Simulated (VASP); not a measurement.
Input of a VASP 6.6.1 run:

INCAR

```
PREC = Accurate ; ENCUT = 520
EDIFF = 1E-7 ; ISMEAR = 1
SIGMA = 0.025 ; LREAL = False
LASPH = True ; NELM = 150
ALGO = Normal ; ISIF = 2
LWAVE = False ; LCHARG = False
ISPIN = 2 ; MAGMOM = 1 0
LORBIT = 11 ; NUPDOWN = 1.0
GGA = RE ; IVDW = 12
NBANDS = 20
```

The input KPOINTS:

```
Automatic mesh
0
Gamma
  8 8 8
```

POSCAR

```
GaAs
1.0
    0.0000000000      2.8455714065      2.8455714065
    2.8455714065      0.0000000000      2.8455714065
    2.8455714065      2.8455714065      0.0000000000
As Ga
1 1
Direct
    0.7500000000      0.7500000000      0.7500000000
    0.0000000000      0.0000000000      0.0000000000
```

Potentials or basis: VASP PAW PBE potentials, release 64 (As, Ga_d).

Run with:

```console
$ cat potpaw_PBE.64/As/POTCAR potpaw_PBE.64/Ga_d/POTCAR > POTCAR
$ mpirun -np 1 vasp_std > vasp.out
```

**Question.** What does it give for the dispersion energy per atom?

**Answer.** -0.609 eV.

**Question.** What does it give for the pressure?

**Answer.** 3.9 GPa.

Caveat: the cell stands under pressure; the PAW data sets were made with another functional, which shifts forces and pressure a little; the total moment is fixed, so each spin has its own Fermi level.
